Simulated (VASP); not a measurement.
# BaTiO3 (R3m) in VASP: a series of runs

Runs on BaTiO3. Level: r2SCAN. Tasks: single point, relaxation of cell and atoms.

All numbers are computed with VASP 6.6.1; they aren't measurements. Logs are shortened: lines on timing, memory, paths and dates and some standing lists are left out, and cuts for length are marked.

### 1 The cell of the first run

Symmetry: R3m, No. 160, trigonal system. Conventional cell: a = 5.680 Å, b = 5.680 Å, c = 6.995 Å, α = 90.00°, β = 90.00°, γ = 120.00°. Within 3.7 Å of Ba (site symmetry 3m) lie 12 O at 2.78 to 2.93 Å and 8 Ti at 3.40 to 3.59 Å. Within 2.5 Å of Ti (site symmetry 3m) lie 6 O at 1.87 to 2.16 Å. O (site symmetry m) has 2 Ti at 1.87 to 2.16 Å within 2.5 Å.

### 2 Single point, r2SCAN

File POSCAR:

```
BaTiO3
1.0
    2.8399125294      1.6396242633      2.3316938691
   -2.8399125294      1.6396242633      2.3316938691
    0.0000000000     -3.2792485267      2.3316938690
Ba Ti O
1 1 3
Direct
    0.0012849275      0.0012849275      0.0012849275
    0.5147591807      0.5147591807      0.5147591807
    0.4882121037      0.9786326843      0.4882121037
    0.4882121037      0.4882121037      0.9786326843
    0.9786326843      0.4882121037      0.4882121037
```

File INCAR.step1:

```
ALGO = Normal
EDIFF = 1E-4
ENCUT = 520
GGA = PE
ISMEAR = 0
LASPH = T
LCHARG = F
LREAL = F
LWAVE = T
NBANDS = 28
NELM = 100
PREC = Accurate
SIGMA = 0.02
```

File INCAR.step2:

```
ALGO = Normal
EDIFF = 1E-7
ENCUT = 520
ISIF = 2
ISMEAR = 0
ISTART = 1
LASPH = T
LCHARG = F
LMIXTAU = T
LREAL = F
LWAVE = F
METAGGA = R2SCAN
NBANDS = 28
NELM = 100
PREC = Accurate
SIGMA = 0.02
```

File KPOINTS:

```
k-points
0
Gamma
  6 6 6
```

Potentials or basis: VASP PAW PBE potentials, release 64 (Ba_sv, Ti_sv, O).

Started as:

```console
> cat potpaw_PBE.64/Ba_sv/POTCAR potpaw_PBE.64/Ti_sv/POTCAR potpaw_PBE.64/O/POTCAR > POTCAR
> cp INCAR.step1 INCAR
> mpirun -np 1 vasp_std > vasp.out
> cp INCAR.step2 INCAR
> mpirun -np 1 vasp_std > vasp.out
```

OUTCAR:

```text
EDIFF = 1E-7
   ENCUT = 520
   ISIF = 2
   ISMEAR = 0
   ISTART = 1
   LASPH = T
   LREAL = F
   METAGGA = R2SCAN
   NELM = 100
   PREC = Accurate

 ion  position               nearest neighbor table
   1  0.001  0.001  0.001-   3 2.78   5 2.78   4 2.78   4 2.84   4 2.84   3 2.84   5 2.84   3 2.84
                             5 2.84   5 2.93   3 2.93   4 2.93   2 3.40   2 3.45   2 3.45   2 3.45
   2  0.515  0.515  0.515-   4 1.87   3 1.87   5 1.87   4 2.16   3 2.16   5 2.16   1 3.40   1 3.45
                             1 3.45   1 3.45   1 3.51   1 3.51   1 3.51   1 3.59
   3  0.488  0.979  0.488-   2 1.87   2 2.16   1 2.78   1 2.84   1 2.84   1 2.93
   4  0.488  0.488  0.979-   2 1.87   2 2.16   1 2.78   1 2.84   1 2.84   1 2.93
   5  0.979  0.488  0.488-   2 1.87   2 2.16   1 2.78   1 2.84   1 2.84   1 2.93

  LATTYP: Found a trigonal (rhomboedric) cell.
 ALAT       =     4.0237131109
 COS(alpha) =     0.0037096886

  Lattice vectors:

 A1 = (   2.8399125294,   1.6396242633,   2.3316938691)
 A2 = (  -2.8399125294,   1.6396242633,   2.3316938691)
 A3 = (   0.0000000000,  -3.2792485267,   2.3316938690)

Analysis of symmetry for initial positions (statically):
=====================================================================
 Subroutine PRICEL returns:
 Original cell was already a primitive cell.

 Routine SETGRP: Setting up the symmetry group for a
 trigonal (rhombohedral) supercell.

 Subroutine GETGRP returns: Found  6 space group operations
 (whereof  6 operations were pure point group operations)
 out of a pool of 12 trial point group operations.

The static configuration has the point symmetry C_3v.

Analysis of symmetry for dynamics (positions and initial velocities):
=====================================================================
 Subroutine PRICEL returns:
 Original cell was already a primitive cell.

 Routine SETGRP: Setting up the symmetry group for a
 trigonal (rhombohedral) supercell.

 Subroutine GETGRP returns: Found  6 space group operations
 (whereof  6 operations were pure point group operations)
 out of a pool of 12 trial point group operations.

The dynamic configuration has the point symmetry C_3v.

 Subroutine INISYM returns: Found  6 space group operations
 (whereof  6 operations are pure point group operations),
 and found     1 'primitive' translations

----------------------------------------------------------------------------------------

                                     Primitive cell

  volume of cell :      65.1436

  direct lattice vectors                    reciprocal lattice vectors
     2.839912529  1.639624263  2.331693869     0.176061761  0.101649305  0.142957589
    -2.839912529  1.639624263  2.331693869    -0.176061761  0.101649305  0.142957589
     0.000000000 -3.279248527  2.331693869     0.000000000 -0.203298610  0.142957589

  length of vectors
     4.023713111  4.023713111  4.023713111     0.248530073  0.248530073  0.248530073

  position of ions in fractional coordinates (direct lattice)
     0.001284928  0.001284928  0.001284928
     0.514759181  0.514759181  0.514759181
     0.488212104  0.978632684  0.488212104
     0.488212104  0.488212104  0.978632684
     0.978632684  0.488212104  0.488212104

  ion indices of the primitive-cell ions
   primitive index   ion index
                 1           1
                 2           2
                 3           3
                 4           4
                 5           5

----------------------------------------------------------------------------------------

 KPOINTS: k-points

Automatic generation of k-mesh.
 Grid dimensions read from file:
 generate k-points for:    6    6    6

 Generating k-lattice:

  Cartesian coordinates                     Fractional coordinates (reciprocal lattice)
     0.029343627  0.016941551  0.023826265     0.166666667  0.000000000  0.000000000
    -0.029343627  0.016941551  0.023826265     0.000000000  0.166666667  0.000000000
     0.000000000 -0.033883102  0.023826265     0.000000000  0.000000000  0.166666667

  Length of vectors
     0.041421679  0.041421679  0.041421679

  Shift w.r.t. Gamma in fractional coordinates (k-lattice)
     0.000000000  0.000000000  0.000000000

 Subroutine IBZKPT returns following result:
 ===========================================

 Found     32 irreducible k-points:

 Following reciprocal coordinates:
            Coordinates               Weight
  0.000000  0.000000  0.000000      1.000000
  0.166667  0.000000 -0.000000      6.000000
  0.333333  0.000000  0.000000      6.000000
  0.500000  0.000000  0.000000      3.000000
  0.166667  0.166667  0.000000      6.000000
  0.333333  0.166667  0.000000     12.000000
[... 16 lines left out ...]
  0.500000  0.500000  0.166667      6.000000
 -0.333333  0.500000  0.166667     12.000000
 [... further k-points ...]
   k-points           NKPTS =     32   k-points in BZ     NKDIM =     32   number of bands    NBANDS=     28
   number of dos      NEDOS =    301   number of ions     NIONS =      5
   total plane-waves  NPLWV =  27000
   dimension x,y,z NGX =    30 NGY =   30 NGZ =   30
   dimension x,y,z NGXF=    60 NGYF=   60 NGZF=   60
   ions per type =               1   1   3
   NGX,Y,Z   is equivalent  to a cutoff of  12.39, 12.39, 12.39 a.u.
   NGXF,Y,Z  is equivalent  to a cutoff of  24.79, 24.79, 24.79 a.u.
 SYSTEM =  unknown system
   PREC   = accura    normal or accurate (medium, high low for compatibility)
   ISTART =      1    job   : 0-new  1-cont  2-samecut
   ICHARG =      0    charge: 1-file 2-atom 10-const
   ISPIN  =      1    spin polarized calculation?
   LNONCOLLINEAR =      F non collinear calculations
   LSORBIT =      F    spin-orbit coupling
   LASPH  =      T    aspherical Exc in radial PAW
   ENCUT  =  520.0 eV  38.22 Ry    6.18 a.u.   7.48  7.48  7.48*2*pi/ulx,y,z
   NELM   =    100;   NELMIN=  2; NELMDL=  0     # of ELM steps
   EDIFF  = 0.1E-06   stopping-criterion for ELM
   LREAL  =      F    real-space projection
   EDIFFG = 0.1E-05   stopping-criterion for IOM
   NSW    =      0    number of steps for IOM
   IBRION =     -1    ionic relax: 0-MD 1-quasi-New 2-CG
   NFREE  =      0    steps in history (QN), initial steepest desc. (CG)
   ISIF   =      2    stress and relaxation
   ISYM   =      2    0-nonsym 1-usesym 2-fastsym
   POTIM  = 0.5000    time-step for ionic-motion
   TEBEG  =    0.0;   TEEND  =   0.0 temperature during run
   PSTRESS=    0.0 pullay stress
   NELECT =      40.0000    total number of electrons
   NUPDOWN=      -1.0000    fix difference up-down
   EMIN   =  10.00;   EMAX   =-10.00  energy-range for DOS
   EFERMI =   0.00;   METHOD = LEGACY
   ISMEAR =     0;   SIGMA  =   0.02  broadening in eV -4-tet -1-fermi 0-gaus
   EFERMI_NEDOS =   21; number of points for ismear=-14 and -15
   IALGO  =     38    algorithm
   IMIX   =      4    mixing-type and parameters
     AMIX     =   0.40;   BMIX     =  1.00
     AMIX_MAG =   1.60;   BMIX_MAG =  1.00
  volume/ion in A,a.u.               =      13.03        87.92
  Fermi-wavevector in a.u.,A,eV,Ry     =   1.391460  2.629479 26.343078  1.936162
  Thomas-Fermi vector in A             =   2.515297
   LORBIT       =      0    0 simple, 1 ext, 2 COOP (PROOUT), +10 PAW based schemes
   METAGGA = R2SCAN    functional components
   LHFCALC =     F    Hartree Fock is set to
   AEXX    =    0.0000 exact exchange contribution
   IVDW    =     0    specifies the selected vdW correction
   LEPSILON=     F    determine dielectric tensor
   LRPA    =     F    only Hartree local field effects (RPA)
 non-spin polarized calculation
 Gauss-broadening in eV      SIGMA  =   0.02
  energy-cutoff  :      520.00
  volume of cell :       65.14
 maximum number of plane-waves:      1776
 NGX is ok and might be reduce to    30
   NGX = 15   NGY = 15   NGZ = 15

 number of electron      40.0000006 magnetization

 Free energy of the ion-electron system (eV)
  ---------------------------------------------------
  ext. energy  EPLUGINS =         0.00000000
  ---------------------------------------------------
  free energy    TOTEN  =       -74.26830737 eV

  energy without entropy =      -74.26830737  energy(sigma->0) =      -74.26830737

 E-fermi :   3.4384     XC(G=0): -11.8067

 val. band max:        3.3387191931   @ k =   0.5000   0.5000   0.5000
 cond. band min:       6.1888639081   @ k =   0.0000   0.0000   0.0000
 fundamental gap:      2.8501447150
 Fermi energy:         3.4384058531

 k-point     1 :       0.0000    0.0000    0.0000
  band No.  band energies     occupation
      1     -55.1712      2.00000
      2     -30.3738      2.00000
      3     -30.3738      2.00000
      4     -30.3714      2.00000
      5     -22.1532      2.00000
      6     -14.4127      2.00000
[... 20 lines left out ...]
     27       8.9564      0.00000
     28      11.4491      0.00000

 k-point     2 :       0.1667    0.0000   -0.0000
  band No.  band energies     occupation
      1     -55.1709      2.00000
      2     -30.3870      2.00000
      3     -30.3734      2.00000
      4     -30.3716      2.00000
      5     -22.1243      2.00000
      6     -14.4294      2.00000
[... 20 lines left out ...]
     27       9.4859      0.00000
     28      12.0941      0.00000

 k-point     3 :       0.3333    0.0000    0.0000
  band No.  band energies     occupation
      1     -55.1704      2.00000
      2     -30.4143      2.00000
      3     -30.3724      2.00000
      4     -30.3707      2.00000
      5     -22.0652      2.00000
      6     -14.5391      2.00000
[... 20 lines left out ...]
     27      10.7349      0.00000
     28      12.2960      0.00000

 k-point     4 :       0.5000    0.0000    0.0000
  band No.  band energies     occupation
      1     -55.1701      2.00000
      2     -30.4279      2.00000
      3     -30.3719      2.00000
      4     -30.3702      2.00000
      5     -22.0351      2.00000
      6     -14.6140      2.00000
[... 578 lines left out ...]
     27      11.4068      0.00000
     28      12.4700      0.00000

 k-point    23 :       0.5000    0.5000    0.1667
  band No.  band energies     occupation
      1     -55.1688      2.00000
      2     -30.4249      2.00000
      3     -30.4231      2.00000
      4     -30.3825      2.00000
      5     -21.9445      2.00000
      6     -13.9686      2.00000
[... 20 lines left out ...]
     27      12.4169      0.00000
     28      12.8326      0.00000

 k-point    24 :      -0.3333    0.5000    0.1667
  band No.  band energies     occupation
      1     -55.1691      2.00000
      2     -30.4249      2.00000
      3     -30.4108      2.00000
      4     -30.3829      2.00000
      5     -21.9627      2.00000
      6     -14.1193      2.00000
[... 20 lines left out ...]
     27      12.0729      0.00000
     28      12.5970      0.00000

 [... further k-points ...]

------------------------ aborting loop because EDIFF is reached ----------------------------------------

  FORCE on cell =-STRESS in cart. coord.  units (eV):
  Direction    XX          YY          ZZ          XY          YZ          ZX
  --------------------------------------------------------------------------------------
  -------------------------------------------------------------------------------------
  Total        0.8152595      0.8152595      0.7401468      0.0000000      0.0000000      0.0000000
  in kB       20.0509234     20.0509234     18.2035622      0.0000000      0.0000000      0.0000000
  external PRESSURE =      19.4351364 kB  Pullay stress =       0.0000000 kB

 VOLUME and BASIS-vectors are now :
 -----------------------------------------------------------------------------
  energy-cutoff  :      520.00
  volume of cell :       65.14
      direct lattice vectors                 reciprocal lattice vectors
     2.839912529  1.639624263  2.331693869     0.176061761  0.101649305  0.142957589
    -2.839912529  1.639624263  2.331693869    -0.176061761  0.101649305  0.142957589
     0.000000000 -3.279248527  2.331693869     0.000000000 -0.203298610  0.142957589

 POSITION                                       TOTAL-FORCE (eV/Angst)
 -----------------------------------------------------------------------------------
      0.00000     -0.00000      0.00899         0.000000      0.000000     -0.031615
      0.00000     -0.00000      3.60078         0.000000      0.000000     -0.175053
     -1.39275      0.80411      4.55859        -0.064534      0.037259      0.068889
      0.00000     -1.60821      4.55859         0.000000     -0.074518      0.068889
      1.39275      0.80411      4.55859         0.064534      0.037259      0.068889
 -----------------------------------------------------------------------------------
    total drift:                               -0.000000     -0.000001     -0.000750

  FREE ENERGIE OF THE ION-ELECTRON SYSTEM (eV)
  ---------------------------------------------------
  free  energy   TOTEN  =       -74.2683073718 eV

  energy  without entropy=      -74.2683073718  energy(sigma->0) =      -74.26830737
```

Wall time 2.4 min (1 thread of AMD EPYC 9R45 (Zen 5), shared host); peak memory 0.18 GiB.

What came out:

```
Free energy            : -74.2683 eV
Pressure               : 1.9 GPa
Largest force          : 0.175 eV/Å
Band gap on the k mesh : 2.85 eV (least direct gap 3.31 eV)
```

Forces on the atoms (eV/Å):
```
Ba   0.000  0.000 -0.032
Ti   0.000  0.000 -0.175
O   -0.065  0.037  0.069
O    0.000 -0.075  0.069
O    0.065  0.037  0.069
```

Stress tensor (GPa, compression positive):
```
2.01 0.00 0.00
0.00 2.01 0.00
0.00 0.00 1.82
```

Levels at points of the mesh, in eV from the valence-band top:
```
           k point  band 16  band 17  band 18  band 19  band 20  band 21  band 22  band 23  band 24  band 25
(0.00, 0.00, 0.00)    -1.35    -1.07    -0.59    -0.46    -0.46     2.85     2.85     3.00     4.80     4.80
(0.50, 0.00, 0.00)    -2.07    -1.68    -1.58    -1.01    -0.89     3.01     4.14     4.27     4.77     6.48
(0.50, 0.50, 0.00)    -2.66    -1.66    -0.91    -0.86    -0.09     4.23     4.24     4.58     5.36     8.16
(0.50, 0.50, 0.50)    -2.41    -2.36    -0.02    -0.02     0.00     4.67     4.85     4.85     7.18     7.18
```

Caveat: the PAW data sets were made with another functional, which shifts forces and pressure a little; spin-orbit coupling is left out, which moves the levels of the heavy elements. A k mesh can miss the band edges.

### 3 Single point, r2SCAN

POSCAR is that of step 2.

File INCAR.step1:

```
SYSTEM = BaTiO3
  PREC = Accurate
  ENCUT = 520
  ISMEAR = 0
  SIGMA = 0.02
  LREAL = .False.
  LASPH = .True.
  NELM = 60
  NBANDS = 28
  GGA = PE
  ALGO = Normal
  EDIFF = 1E-4
  LWAVE = .True.
  LCHARG = .False.
```

File INCAR.step2:

```
SYSTEM = BaTiO3
  PREC = Accurate
  ENCUT = 520
  EDIFF = 1E-6
  ISMEAR = 0
  SIGMA = 0.02
  LREAL = .False.
  LASPH = .True.
  NELM = 60
  ALGO = Normal
  ISIF = 2
  LWAVE = .False.
  LCHARG = .False.
  METAGGA = R2SCAN
  LMIXTAU = .True.
  NBANDS = 28
  ISTART = 1
```

File KPOINTS:

```
regular mesh
0
Gamma
  6 6 6
  0 0 0
```

Potentials or basis: VASP PAW PBE potentials, release 64 (Ba_sv, Ti_sv, O).

Started as:

```console
> cat potpaw_PBE.64/Ba_sv/POTCAR potpaw_PBE.64/Ti_sv/POTCAR potpaw_PBE.64/O/POTCAR > POTCAR
> cp INCAR.step1 INCAR
> mpirun -np 1 vasp_std > vasp.out
> cp INCAR.step2 INCAR
> mpirun -np 1 vasp_std > vasp.out
```

Run time: 1.8 min. Hardware: 1 thread of AMD EPYC 9R45 (Zen 5), shared host; peak memory 0.18 GiB.

Results (log left out):

```
Free energy            : -74.2683 eV
Pressure               : 1.9 GPa
Largest force          : 0.176 eV/Å
Band gap on the k mesh : 2.85 eV (least direct gap 3.31 eV)
```

Forces on the atoms (eV/Å):
```
Ba   0.000  0.000 -0.031
Ti   0.000  0.000 -0.176
O   -0.064  0.037  0.069
O    0.000 -0.074  0.069
O    0.064  0.037  0.069
```

Stress tensor (GPa, compression positive):
```
1.98 0.00 0.00
0.00 1.98 0.00
0.00 0.00 1.80
```

Levels at points of the mesh, in eV from the valence-band top:
| k point | band 16 | band 17 | band 18 | band 19 | band 20 | band 21 | band 22 | band 23 | band 24 | band 25 |
| --- | --- | --- | --- | --- | --- | --- | --- | --- | --- | --- |
| (0.00, 0.00, 0.00) | -1.35 | -1.07 | -0.59 | -0.46 | -0.46 | 2.85 | 2.85 | 2.99 | 4.80 | 4.80 |
| (0.50, 0.00, 0.00) | -2.07 | -1.68 | -1.58 | -1.01 | -0.89 | 3.01 | 4.14 | 4.27 | 4.77 | 6.47 |
| (0.50, 0.50, 0.00) | -2.66 | -1.66 | -0.91 | -0.86 | -0.09 | 4.23 | 4.23 | 4.58 | 5.36 | 8.16 |
| (0.50, 0.50, 0.50) | -2.41 | -2.36 | -0.02 | -0.02 | 0.00 | 4.66 | 4.85 | 4.85 | 7.17 | 7.17 |

Caveat: the PAW data sets were made with another functional, which shifts forces and pressure a little; spin-orbit coupling is left out, which moves the levels of the heavy elements. A k mesh can miss the band edges.

### 4 Relaxation of cell and atoms, r2SCAN

This run uses another cell than the first one, of 13.13 Å³/atom.

File POSCAR:

```
BaTiO3
1.0
    2.8482561214      1.6444414384      2.3355603327
   -2.8482561214      1.6444414384      2.3355603327
    0.0000000000     -3.2888828769      2.3355603327
Ba Ti O
1 1 3
Direct
    0.0001460400      0.0001460400      0.0001460400
    0.5133377100      0.5133377100      0.5133377100
    0.4889503100      0.9797166300      0.4889503100
    0.4889503100      0.4889503100      0.9797166300
    0.9797166300      0.4889503100      0.4889503100
```

File INCAR.step1:

```
SYSTEM = BaTiO3
PREC = Accurate
ENCUT = 600
ISMEAR = 0
SIGMA = 0.02
LREAL = .False.
LASPH = .True.
NELM = 100
GGA = PE
ALGO = Normal
EDIFF = 1E-4
LWAVE = .True.
LCHARG = .False.
```

File INCAR.step2:

```
SYSTEM = BaTiO3
PREC = Accurate
ENCUT = 600
EDIFF = 1E-6
ISMEAR = 0
SIGMA = 0.02
LREAL = .False.
LASPH = .True.
NELM = 100
ALGO = Normal
ISIF = 3
LWAVE = .False.
LCHARG = .False.
METAGGA = R2SCAN
LMIXTAU = .True.
IBRION = 2
NSW = 100
EDIFFG = -0.005
ISTART = 1
```

KPOINTS is that of step 3.

Started as:

```console
> cat potpaw_PBE.64/Ba_sv/POTCAR potpaw_PBE.64/Ti_sv/POTCAR potpaw_PBE.64/O/POTCAR > POTCAR
> cp INCAR.step1 INCAR
> mpirun -np 1 vasp_std > vasp.out
> cp INCAR.step2 INCAR
> mpirun -np 1 vasp_std > vasp.out
```

Wall time 6.6 min (1 thread of AMD EPYC 9R45 (Zen 5), shared host); peak memory 0.21 GiB.

It converged, with:

- Free energy: -74.2824 eV
- Relaxed volume: 13.13 Å³/atom
- Relaxed cell: a = 4.034 Å, b = 4.034 Å, c = 4.034 Å, α = 89.83°, β = 89.83°, γ = 89.83°
- Space group after relaxing (to 0.1 Å): R3m (No. 160)
- Energy gained by relaxing: 0.0 meV/atom
- Ionic steps: 8
- Pressure after relaxing: 0.0 GPa
- Band gap on the k mesh: 2.76 eV (least direct gap 3.20 eV)

Forces on the atoms (eV/Å):
```
Ba   0.000  0.000  0.003
Ti   0.000  0.000  0.003
O    0.000  0.000 -0.002
O    0.000 -0.001 -0.002
O    0.000  0.000 -0.002
```

Final structure:
```
Ba Ti O
1.0
     2.84842    1.64454    2.33639
    -2.84842    1.64454    2.33639
     0.00000   -3.28907    2.33639
Ba Ti O
1 1 3
Direct
  0.00045 0.00045 0.00045
  0.51369 0.51369 0.51369
  0.48882 0.97932 0.48882
  0.48882 0.48882 0.97932
  0.97932 0.48882 0.48882
```

Levels at points of the mesh, in eV from the valence-band top:
| k point | band 17 | band 18 | band 19 | band 20 | band 21 | band 22 | band 23 | band 24 |
| --- | --- | --- | --- | --- | --- | --- | --- | --- |
| (0.00, 0.00, 0.00) | -1.06 | -0.55 | -0.44 | -0.44 | 2.76 | 2.76 | 2.89 | 4.68 |
| (0.50, 0.00, 0.00) | -1.66 | -1.58 | -0.99 | -0.88 | 2.91 | 4.07 | 4.17 | 4.64 |
| (0.50, 0.50, 0.00) | -1.68 | -0.91 | -0.87 | -0.09 | 4.14 | 4.15 | 4.50 | 5.26 |
| (0.50, 0.50, 0.50) | -2.37 | -0.02 | -0.02 | 0.00 | 4.60 | 4.76 | 4.76 | 7.14 |

Caveat: the PAW data sets were made with another functional, which shifts forces and pressure a little; spin-orbit coupling is left out, which moves the levels of the heavy elements. A k mesh can miss the band edges.

(Continued in part 2 of 2.)
